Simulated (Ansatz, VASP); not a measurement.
# Cu: VASP beside Ansatz

```
Cu
1.0
     2.52059    0.00000    0.00000
    -1.26030    2.18290    0.00000
     0.00000    0.00000   23.23305
Cu
5
Direct
  0.33333 0.66667 0.32282
  0.66667 0.33333 0.41141
  0.33333 0.66667 0.50000
  0.66667 0.33333 0.58859
  0.33333 0.66667 0.67718
```

Alike in both runs: task single point; functional PBEsol; k mesh 15 × 15 × 1; occupations gaussian, width 0.1 eV; collinear spin.

```csv
,VASP,Ansatz
version,VASP 6.6.1,Ansatz 0.2.0
potentials or method,"VASP PAW PBE potentials, release 64 (Cu), cutoff 520 eV","scalar-relativistic, plane waves, PAW"
valence electrons in the cell,55,95
```

```tsv
	VASP	Ansatz	Ansatz less VASP
gap on the k mesh at the Fermi level (eV)	none	none	-
rms of the force components (eV/Å)	0.036	0.040	+0.0039
net moment per atom (μB)	0.00	0.00	0.000
work function, face that differs most (eV)	4.97	5.00	+0.031
```

VASP's potentials were made for PBE, not for PBEsol. Atom by atom the forces differ by 0.009 eV/Å (rms over components). A gap of «none» marks a metal or a gap that the smearing closes. The functional is the same, so the differences come from potentials, cutoffs and numerics. VASP's potentials hold 55 valence electrons a cell and Ansatz's 95, so a difference there can come from the potentials and not from the codes. Ansatz's warnings: seeded moment not kept, xc potential rough in thin density.
